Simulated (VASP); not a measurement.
Input of a VASP 6.6.1 run:

The input POSCAR:

```
BAs
1.0
    0.0000000000      2.5795800000      2.1974200000
    2.5795800000      0.0000000000      2.1974200000
    2.5795800000      2.5795800000      0.0000000000
B As
1 1
Direct
    0.0000000000      0.0000000000      0.0000000000
    0.7500000000      0.7500000000      0.7500000000
```

INCAR.step1

```
PREC = Accurate
ENCUT = 520
ISMEAR = 0
SIGMA = 0.05
LREAL = False
LASPH = True
NELM = 100
NBANDS = 11
GGA = PE
ALGO = Normal
EDIFF = 1E-4
LWAVE = True
LCHARG = False
```

The input INCAR.step2:

```
PREC = Accurate
ENCUT = 520
EDIFF = 1E-7
ISMEAR = 0
SIGMA = 0.05
LREAL = False
LASPH = True
NELM = 100
ALGO = Normal
ISIF = 2
LWAVE = False
LCHARG = True
METAGGA = R2SCAN
LMIXTAU = True
LELF = True
LVHAR = True
NBANDS = 11
ISTART = 1
```

The input KPOINTS:

```
Automatic mesh
0
Gamma
  10 10 10
```

Potentials or basis: VASP PAW PBE potentials, release 64 (B, As).

Command:

```bash
$ cat potpaw_PBE.64/B/POTCAR potpaw_PBE.64/As/POTCAR > POTCAR
$ cp INCAR.step1 INCAR
$ mpirun -np 1 vasp_std > vasp.out
$ cp INCAR.step2 INCAR
$ mpirun -np 1 vasp_std > vasp.out
```

**Question.** Predict the band gap on the k mesh.

**Answer.** Zero (band 4 reaches 6.16 eV, above the bottom of band 5 at 5.39 eV).

**Question.** What does it give for the pressure?

**Answer.** -8.1 GPa.

Stress tensor (GPa, compression positive):
```
-16.59   0.00   0.00
  0.00 -16.59   0.00
  0.00   0.00   8.75
```

Caveat: the cell differs from its parent crystal (strain +0.080 along x and y, -0.080 along z); the PAW data sets were made with another functional, which shifts forces and pressure a little.
